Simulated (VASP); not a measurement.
Runs of VASP 6.6.1 on PbSe. It takes space group F-43m (No. 216, cubic). The conventional cell has a = 6.846 Å, b = 6.846 Å, c = 6.846 Å, α = 90.00°, β = 90.00°, γ = 90.00°. Pb (site symmetry -43m) has 4 Se at 2.96 Å within 3.9 Å. Within 3.9 Å of Se (site symmetry -43m) lie 4 Pb at 2.96 Å. 

| level | potentials or basis | k mesh | grid for exact exchange (PRECFOCK) | screening parameter | gap on the mesh (eV) | pressure (GPa) |
| --- | --- | --- | --- | --- | --- | --- |
| r2SCAN | VASP PAW PBE potentials, release 64 (Pb_d, Se) | 4 × 4 × 4 | - | - | (b) | (a) |
| PBE | VASP PAW PBE potentials, release 64 (Pb_d, Se) | 6 × 6 × 6 | - | - | 0.75 | 0.7 |
| LDA | VASP PAW LDA potentials, release 64 (Pb_d, Se) | 4 × 4 × 4 | - | - | (c) | -2.0 |
| HSE06 | VASP PAW PBE potentials, release 64 (Pb_d, Se) | 4 × 4 × 4 | Normal | 0.2079 1/Å | 1.07 | 0.0 |
| PBE | VASP PAW PBE potentials, release 64 (Pb_d, Se) | 4 × 4 × 4 | - | - | 0.62 | 0.7 |

Alike in all rows: task single point; no spin polarisation; cell as given; cutoff (eV) 520; smearing gaussian 0.01 eV.

Question: Estimate the missing entries.

Answer: (a) -0.1; (b) 0.80; (c) 0.46.

Caveats: spin-orbit coupling is left out, which moves the levels of the heavy elements; the PAW data sets were made with another functional, which shifts forces and pressure a little (some runs).

A k mesh can miss the band edges, and the runs leave out spin-orbit coupling on Pb, Se.
